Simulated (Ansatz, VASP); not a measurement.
## Two plane-wave programs on GeS

```
Ge S
1.0
    10.24149    0.00000    0.00000
     0.00000    3.66783    0.00000
     0.00000    0.00000    4.45042
Ge S
4 4
Direct
  0.12590 0.25000 0.13492
  0.87410 0.75000 0.86508
  0.37410 0.75000 0.63492
  0.62590 0.25000 0.36508
  0.84712 0.25000 0.50256
  0.15288 0.75000 0.49744
  0.65288 0.75000 0.00256
  0.34712 0.25000 0.99744
```

Change from the starting cell: strain -0.0500 x Voigt [1, 0, 0, 0, 0, 0], atoms carried along.

Alike in both runs: task single point; functional PBE; k mesh 4 × 8 × 6; occupations gaussian, width 0.05 eV; no spin polarisation.

|  | VASP | Ansatz |
| --- | --- | --- |
| version | VASP 6.6.1 | Ansatz 0.2.0 |
| potentials or method | VASP PAW PBE potentials, release 64 (Ge_d, S), cutoff 500 eV | scalar-relativistic, plane waves, PAW |
| valence electrons in the cell | 80 | 80 |

|  | VASP | Ansatz | Ansatz less VASP |
| --- | --- | --- | --- |
| gap on the k mesh at the Fermi level (eV) | 1.30 | 1.30 | 0.000 |
| least direct gap on the mesh (eV) | 1.66 | 1.67 | +0.012 |
| pressure (GPa) | 3.4 | 3.5 | +0.10 |
| traceless stress, the component that is largest in VASP (GPa) | 3.78 | 3.81 | +0.034 |
| rms of the force components (eV/Å) | 0.343 | 0.346 | +0.0030 |

Atom by atom the forces differ by 0.005 eV/Å (rms over components).
